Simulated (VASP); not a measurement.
# SiNi2 (P6_3/mmc) in VASP: further runs

Runs on SiNi2. Level: PBE. Tasks: electric field gradients.

All numbers are computed with VASP 6.6.1; they aren't measurements. Logs are shortened: lines on timing, memory, paths and dates and some standing lists are left out, and cuts for length are marked.

## 1. The cell of the first run

The structure is hexagonal, space group P6_3/mmc (No. 194). The conventional cell has a = 3.836 Å, b = 3.836 Å, c = 4.948 Å, α = 90.00°, β = 90.00°, γ = 120.00°. Within 2.9 Å of Si (site symmetry -6m2) lie 11 Ni at 2.21 to 2.54 Å. Within 3.3 Å of Ni (site symmetry -3m) lie 8 Ni at 2.47 to 2.54 Å and 6 Si at 2.54 Å. Ni (site symmetry -6m2) has 5 Si at 2.21 to 2.47 Å and 6 Ni at 2.54 Å within 2.9 Å.

## 2. Electric field gradients, PBE, collinear spin, ferromagnetic start

INCAR

```
SYSTEM = SiNi2
PREC = Accurate ; ENCUT = 520
EDIFF = 1E-8 ; ISMEAR = -1
SIGMA = 0.05 ; LREAL = .False.
LASPH = .True. ; NELM = 150
ALGO = Normal ; ISIF = 2
LWAVE = .False. ; LCHARG = .False.
ISPIN = 2 ; MAGMOM = 0 0 1.5 1.5 1.5 1.5
LORBIT = 11 ; LMAXMIX = 4
GGA = PE ; LEFG = .True.
NBANDS = 37
```

KPOINTS

```
regular mesh
0
Gamma
  8 8 6
  0 0 0
```

POSCAR

```
SiNi2
1.0
    3.8359985066      0.0000000000      0.0000000000
   -1.9179992533      3.3220721556      0.0000000000
    0.0000000000      0.0000000000      4.9480000000
Si Ni
2 4
Direct
    0.3333333333      0.6666666667      0.7500000000
    0.6666666667      0.3333333333      0.2500000000
    0.0000000000      0.0000000000      0.0000000000
    0.0000000000      0.0000000000      0.5000000000
    0.3333333333      0.6666666667      0.2500000000
    0.6666666667      0.3333333333      0.7500000000
```

Potentials or basis: VASP PAW PBE potentials, release 64 (Si, Ni).

Command:

```console
> cat potpaw_PBE.64/Si/POTCAR potpaw_PBE.64/Ni/POTCAR > POTCAR
> mpirun -np 1 vasp_std > vasp.out
```

OUTCAR:

```text
SYSTEM = SiNi2
   PREC = Accurate
   ENCUT = 520
   EDIFF = 1E-8
   ISMEAR = -1
   LREAL = .False.
   LASPH = .True.
   NELM = 150
   ISIF = 2
   ISPIN = 2
   LORBIT = 11
   GGA = PE

 ion  position               nearest neighbor table
   1  0.333  0.667  0.750-   6 2.21   6 2.21   6 2.21   5 2.47   5 2.47   3 2.54   4 2.54   4 2.54
                             3 2.54   4 2.54   3 2.54
   2  0.667  0.333  0.250-   5 2.21   5 2.21   5 2.21   6 2.47   6 2.47   3 2.54   4 2.54   3 2.54
                             4 2.54   3 2.54   4 2.54
   3  0.000  0.000  0.000-   4 2.47   4 2.47   1 2.54   5 2.54   6 2.54   2 2.54   2 2.54   6 2.54
                             1 2.54   5 2.54   2 2.54   6 2.54   1 2.54   5 2.54
   4  0.000  0.000  0.500-   3 2.47   3 2.47   1 2.54   5 2.54   6 2.54   2 2.54   2 2.54   6 2.54
                             1 2.54   5 2.54   2 2.54   6 2.54   1 2.54   5 2.54
   5  0.333  0.667  0.250-   2 2.21   2 2.21   2 2.21   1 2.47   1 2.47   3 2.54   4 2.54   4 2.54
                             3 2.54   4 2.54   3 2.54
   6  0.667  0.333  0.750-   1 2.21   1 2.21   1 2.21   2 2.47   2 2.47   3 2.54   4 2.54   3 2.54
                             4 2.54   3 2.54   4 2.54

  LATTYP: Found a hexagonal cell.
 ALAT       =     3.8359985066
 C/A-ratio  =     1.2898857994

  Lattice vectors:

 A1 = (   3.8359985066,   0.0000000000,   0.0000000000)
 A2 = (  -1.9179992533,   3.3220721556,   0.0000000000)
 A3 = (   0.0000000000,   0.0000000000,   4.9480000000)

Analysis of symmetry for initial positions (statically):
=====================================================================
 Subroutine PRICEL returns:
 Original cell was already a primitive cell.

 Routine SETGRP: Setting up the symmetry group for a
 hexagonal supercell.

 Subroutine GETGRP returns: Found 24 space group operations
 (whereof 12 operations were pure point group operations)
 out of a pool of 24 trial point group operations.

The static configuration has the point symmetry D_3d.
 The point group associated with its full space group is D_6h.

Analysis of symmetry for dynamics (positions and initial velocities):
=====================================================================
 Subroutine PRICEL returns:
 Original cell was already a primitive cell.

 Routine SETGRP: Setting up the symmetry group for a
[... 2077 lines left out ...]
  external PRESSURE =     113.3622000 kB  Pullay stress =       0.0000000 kB

 VOLUME and BASIS-vectors are now :
 -----------------------------------------------------------------------------
  energy-cutoff  :      520.00
  volume of cell :       63.05
      direct lattice vectors                 reciprocal lattice vectors
     3.835998507  0.000000000  0.000000000     0.260688318  0.150508471  0.000000000
    -1.917999253  3.322072156  0.000000000     0.000000000  0.301016942  0.000000000
     0.000000000  0.000000000  4.948000000     0.000000000  0.000000000  0.202101859

 POSITION                                       TOTAL-FORCE (eV/Angst)
 -----------------------------------------------------------------------------------
     -0.00000      2.21471      3.71100        -0.000000     -0.000000      0.000000
      1.91800      1.10736      1.23700        -0.000000     -0.000000      0.000000
      0.00000      0.00000      0.00000         0.000000      0.000000      0.000000
      0.00000      0.00000      2.47400         0.000000      0.000000      0.000000
     -0.00000      2.21471      1.23700         0.000000     -0.000000      0.000000
      1.91800      1.10736      3.71100         0.000000      0.000000      0.000000
 -----------------------------------------------------------------------------------
    total drift:                                0.000000     -0.000000      0.000000

  FREE ENERGIE OF THE ION-ELECTRON SYSTEM (eV)
  ---------------------------------------------------
  free  energy   TOTEN  =       -35.6528140248 eV

  energy  without entropy=      -35.6203425448  energy(sigma->0) =      -35.63657828

 Electric field gradients (V/A^2)
---------------------------------------------------------------------
 ion       V_xx      V_yy      V_zz      V_xy      V_xz      V_yz
---------------------------------------------------------------------
   1     -20.939   -20.939    41.878    -0.000    -0.000     0.000
   2     -20.939   -20.939    41.878    -0.000     0.000    -0.000
   3       6.497     6.501   -12.998     0.003    -0.000     0.000
   4       6.497     6.501   -12.998     0.003     0.000    -0.000
   5     -11.034   -11.030    22.064     0.003    -0.000     0.000
   6     -11.034   -11.030    22.064     0.003     0.000    -0.000
---------------------------------------------------------------------

 Electric field gradients after diagonalization (V/A^2)
 (convention: |V_zz| > |V_xx| > |V_yy|)
----------------------------------------------------------------------
 ion       V_xx      V_yy      V_zz     asymmetry (V_yy - V_xx)/ V_zz
----------------------------------------------------------------------
   1     -20.939   -20.939    41.878       0.000
   2     -20.939   -20.939    41.878       0.000
   3       6.503     6.495   -12.998       0.001
   4       6.503     6.495   -12.998       0.001
   5     -11.036   -11.029    22.064       0.000
   6     -11.036   -11.029    22.064       0.000
----------------------------------------------------------------------

           NMR quadrupolar parameters

 Cq : quadrupolar parameter    Cq=e*Q*V_zz/h
 eta: asymmetry parameters     (V_yy - V_xx)/ V_zz
 Q  : nuclear electric quadrupole moment in mb (millibarn)
----------------------------------------------------------------------
 ion       Cq(MHz)       eta       Q (mb)
----------------------------------------------------------------------
   1       0.101       0.000       1.000
   2       0.101       0.000       1.000
   3      -0.031       0.001       1.000
   4      -0.031       0.001       1.000
   5       0.053       0.000       1.000
   6       0.053       0.000       1.000
----------------------------------------------------------------------

 total charge

# of ion       s       p       d       tot
------------------------------------------
    1        0.725   0.898   0.000   1.623
    2        0.725   0.898   0.000   1.623
    3        0.445   0.574   8.451   9.470
    4        0.445   0.574   8.451   9.470
    5        0.530   0.656   8.541   9.727
    6        0.530   0.656   8.541   9.727
--------------------------------------------------
tot          3.400   4.255  33.985  41.640

 magnetization (x)

# of ion       s       p       d       tot
------------------------------------------
    1        0.000   0.000   0.000   0.000
    2        0.000   0.000   0.000   0.000
    3       -0.000  -0.000   0.000   0.000
    4       -0.000  -0.000   0.000   0.000
    5       -0.000  -0.000  -0.000  -0.000
    6       -0.000  -0.000  -0.000  -0.000
--------------------------------------------------
tot          0.000   0.000  -0.000  -0.000
```

OSZICAR:

```text
N       E                     dE             d eps       ncg     rms          rms(c)
DAV:   1     0.330763952780E+03    0.33076E+03   -0.20565E+04  6032   0.169E+03
DAV:   2    -0.125979281707E+02   -0.34336E+03   -0.32021E+03  5930   0.344E+02
DAV:   3    -0.392918596193E+02   -0.26694E+02   -0.24882E+02  6465   0.116E+02
[... 13 lines left out ...]
DAV:  17    -0.356528140889E+02   -0.13944E-06   -0.67420E-07  7508   0.739E-03    0.345E-03
DAV:  18    -0.356528139726E+02    0.11629E-06   -0.81216E-08  6546   0.447E-03    0.128E-03
DAV:  19    -0.356528140458E+02   -0.73211E-07   -0.17716E-08  4056   0.295E-03    0.460E-04
DAV:  20    -0.356528140337E+02    0.12114E-07   -0.57860E-09  3420   0.700E-04    0.181E-04
DAV:  21    -0.356528140248E+02    0.88630E-08   -0.14888E-09  3375   0.304E-04
   1 F= -.35652814E+02 E0= -.35636578E+02  d E =-.324715E-01  mag=    -0.0000
```

stdout:

```text
POSCAR found type information on POSCAR SiNi
 POSCAR found :  2 types and       6 ions
 scaLAPACK will be used
 LDA part: xc-table for (Slater+PW92), standard interpolation
 POSCAR, INCAR and KPOINTS ok, starting setup
 FFT: planning ... GRIDC
 FFT: planning ... GRID_SOFT
 FFT: planning ... GRID
 WAVECAR not read
 entering main loop
ion   1

ion   2

ion   3

ion   4

ion   5

ion   6
```

It took 7.9 min on 1 thread of AMD EPYC 7R13, shared host; peak memory 0.26 GiB.

Results:

```
Free energy                                           : -35.6528 eV
Pressure                                              : 11.3 GPa
Band gap on the k mesh                                : zero (filled and empty bands overlap)
Net moment                                            : 0.00 μB per cell
Valence electrons inside the program's atomic spheres : Si 1.62; Ni 9.47, 9.73
```

Levels at points of the mesh, in eV from the Fermi level:
Spin up:
```
           k point  band 22  band 23  band 24  band 25  band 26  band 27
(0.00, 0.00, 0.00)    -0.65     0.08     2.86     2.86     2.92     2.98
(0.50, 0.00, 0.00)    -1.26    -1.06    -0.72    -0.61     1.21     1.89
(0.00, 0.00, 0.50)    -1.30     2.25     2.25     3.41     3.41     3.41
(0.50, 0.00, 0.50)    -1.31    -0.96    -0.96     0.98     0.98     3.07
```
Spin down:
```csv
k point,band 21,band 22,band 23,band 24,band 25,band 26,band 27,band 28
"(0.00, 0.00, 0.00)",-0.65,-0.65,0.08,2.86,2.86,2.92,2.98,2.98
"(0.50, 0.00, 0.00)",-1.44,-1.26,-1.06,-0.72,-0.61,1.21,1.89,3.15
"(0.00, 0.00, 0.50)",-1.30,-1.30,2.25,2.25,3.41,3.41,3.41,3.41
"(0.50, 0.00, 0.50)",-1.31,-1.31,-0.96,-0.96,0.98,0.98,3.07,3.07
```

Electric field gradients, principal values (V/Å²):
| atom | least | middle | greatest (by size) |
| --- | --- | --- | --- |
| 1 Si | -20.939 | -20.939 | 41.878 |
| 2 Si | -20.939 | -20.939 | 41.878 |
| 3 Ni | 6.495 | 6.503 | -12.998 |
| 4 Ni | 6.495 | 6.503 | -12.998 |
| 5 Ni | -11.029 | -11.036 | 22.064 |
| 6 Ni | -11.029 | -11.036 | 22.064 |

Caveat: the starting moments collapsed, and a magnetic state may lie lower; without QUAD_EFG the Cq values of the log hold for a quadrupole moment of 1 mb, not for the nuclei.

## 3. Electric field gradients, PBE, collinear spin, ferromagnetic start

INCAR

```
ALGO = Normal
EDIFF = 1E-8
ENCUT = 520
GGA = PE
ISIF = 2
ISMEAR = -1
ISPIN = 2
LASPH = True
LCHARG = False
LEFG = True
LMAXMIX = 4
LORBIT = 11
LREAL = False
LWAVE = False
MAGMOM = 0 0 1.5 1.5 1.5 1.5
NBANDS = 37
NELM = 150
PREC = Accurate
SIGMA = 0.05
```

KPOINTS

```
k-points
0
Gamma
  8 8 6
```

POSCAR is that of step 2.

Potentials or basis: VASP PAW PBE potentials, release 64 (Si, Ni).

Command:

```console
> cat potpaw_PBE.64/Si/POTCAR potpaw_PBE.64/Ni/POTCAR > POTCAR
> mpirun -np 1 vasp_std > vasp.out
```

OUTCAR:

```text
EDIFF = 1E-8
   ENCUT = 520
   GGA = PE
   ISIF = 2
   ISMEAR = -1
   ISPIN = 2
   LASPH = True
   LORBIT = 11
   LREAL = False
   NELM = 150
   PREC = Accurate

 ion  position               nearest neighbor table
   1  0.333  0.667  0.750-   6 2.21   6 2.21   6 2.21   5 2.47   5 2.47   3 2.54   4 2.54   4 2.54
                             3 2.54   4 2.54   3 2.54
   2  0.667  0.333  0.250-   5 2.21   5 2.21   5 2.21   6 2.47   6 2.47   3 2.54   4 2.54   3 2.54
                             4 2.54   3 2.54   4 2.54
   3  0.000  0.000  0.000-   4 2.47   4 2.47   1 2.54   5 2.54   6 2.54   2 2.54   2 2.54   6 2.54
                             1 2.54   5 2.54   2 2.54   6 2.54   1 2.54   5 2.54
   4  0.000  0.000  0.500-   3 2.47   3 2.47   1 2.54   5 2.54   6 2.54   2 2.54   2 2.54   6 2.54
                             1 2.54   5 2.54   2 2.54   6 2.54   1 2.54   5 2.54
   5  0.333  0.667  0.250-   2 2.21   2 2.21   2 2.21   1 2.47   1 2.47   3 2.54   4 2.54   4 2.54
                             3 2.54   4 2.54   3 2.54
   6  0.667  0.333  0.750-   1 2.21   1 2.21   1 2.21   2 2.47   2 2.47   3 2.54   4 2.54   3 2.54
                             4 2.54   3 2.54   4 2.54

  LATTYP: Found a hexagonal cell.
 ALAT       =     3.8359985066
 C/A-ratio  =     1.2898857994

[... 2141 lines left out ...]
   6     -11.034   -11.030    22.064     0.003     0.000    -0.000
---------------------------------------------------------------------

 Electric field gradients after diagonalization (V/A^2)
 (convention: |V_zz| > |V_xx| > |V_yy|)
----------------------------------------------------------------------
 ion       V_xx      V_yy      V_zz     asymmetry (V_yy - V_xx)/ V_zz
----------------------------------------------------------------------
   1     -20.939   -20.939    41.878       0.000
   2     -20.939   -20.939    41.878       0.000
   3       6.503     6.495   -12.998       0.001
   4       6.503     6.495   -12.998       0.001
   5     -11.036   -11.029    22.064       0.000
   6     -11.036   -11.029    22.064       0.000
----------------------------------------------------------------------

           NMR quadrupolar parameters

 Cq : quadrupolar parameter    Cq=e*Q*V_zz/h
 eta: asymmetry parameters     (V_yy - V_xx)/ V_zz
 Q  : nuclear electric quadrupole moment in mb (millibarn)
----------------------------------------------------------------------
 ion       Cq(MHz)       eta       Q (mb)
----------------------------------------------------------------------
   1       0.101       0.000       1.000
   2       0.101       0.000       1.000
   3      -0.031       0.001       1.000
   4      -0.031       0.001       1.000
   5       0.053       0.000       1.000
   6       0.053       0.000       1.000
----------------------------------------------------------------------

 total charge

# of ion       s       p       d       tot
------------------------------------------
    1        0.725   0.898   0.000   1.623
    2        0.725   0.898   0.000   1.623
    3        0.445   0.574   8.451   9.470
    4        0.445   0.574   8.451   9.470
    5        0.530   0.656   8.541   9.727
    6        0.530   0.656   8.541   9.727
--------------------------------------------------
tot          3.400   4.255  33.985  41.640

 magnetization (x)

# of ion       s       p       d       tot
------------------------------------------
    1        0.000   0.000   0.000   0.000
    2        0.000   0.000   0.000   0.000
    3       -0.000  -0.000   0.000   0.000
    4       -0.000  -0.000   0.000   0.000
    5       -0.000  -0.000  -0.000  -0.000
    6       -0.000  -0.000  -0.000  -0.000
--------------------------------------------------
tot          0.000   0.000  -0.000  -0.000
```

OSZICAR:

```text
N       E                     dE             d eps       ncg     rms          rms(c)
DAV:   1     0.330763952780E+03    0.33076E+03   -0.20565E+04  6032   0.169E+03
DAV:   2    -0.125979281707E+02   -0.34336E+03   -0.32021E+03  5930   0.344E+02
DAV:   3    -0.392918596193E+02   -0.26694E+02   -0.24882E+02  6465   0.116E+02
[... 13 lines left out ...]
DAV:  17    -0.356528140889E+02   -0.13944E-06   -0.67420E-07  7508   0.739E-03    0.345E-03
DAV:  18    -0.356528139726E+02    0.11629E-06   -0.81216E-08  6546   0.447E-03    0.128E-03
DAV:  19    -0.356528140458E+02   -0.73211E-07   -0.17716E-08  4056   0.295E-03    0.460E-04
DAV:  20    -0.356528140337E+02    0.12114E-07   -0.57860E-09  3420   0.700E-04    0.181E-04
DAV:  21    -0.356528140248E+02    0.88630E-08   -0.14888E-09  3375   0.304E-04
   1 F= -.35652814E+02 E0= -.35636578E+02  d E =-.324715E-01  mag=    -0.0000
```

stdout:

```text
POSCAR found type information on POSCAR SiNi
 POSCAR found :  2 types and       6 ions
 scaLAPACK will be used
 LDA part: xc-table for (Slater+PW92), standard interpolation
 POSCAR, INCAR and KPOINTS ok, starting setup
 FFT: planning ... GRIDC
 FFT: planning ... GRID_SOFT
 FFT: planning ... GRID
 WAVECAR not read
 entering main loop
ion   1

ion   2

ion   3

ion   4

ion   5

ion   6
```

Wall time 8.9 min (1 thread of AMD EPYC 7R13, shared host); peak memory 0.26 GiB.

What came out:

* Free energy: -35.6528 eV
* Pressure: 11.3 GPa
* Band gap on the k mesh: zero (filled and empty bands overlap)
* Net moment: 0.00 μB per cell
* Valence electrons inside the program's atomic spheres: Si 1.62; Ni 9.47, 9.73

Stress tensor (GPa, compression positive):
```
13.06  0.00  0.00
 0.00 13.06  0.00
 0.00  0.00  7.89
```

Electric field gradients, principal values (V/Å²):
```
atom    least   middle  greatest (by size)
1 Si  -20.939  -20.939              41.878
2 Si  -20.939  -20.939              41.878
3 Ni    6.495    6.503             -12.998
4 Ni    6.495    6.503             -12.998
5 Ni  -11.029  -11.036              22.064
6 Ni  -11.029  -11.036              22.064
```

Caveat: the starting moments collapsed, and a magnetic state may lie lower; without QUAD_EFG the Cq values of the log hold for a quadrupole moment of 1 mb, not for the nuclei.
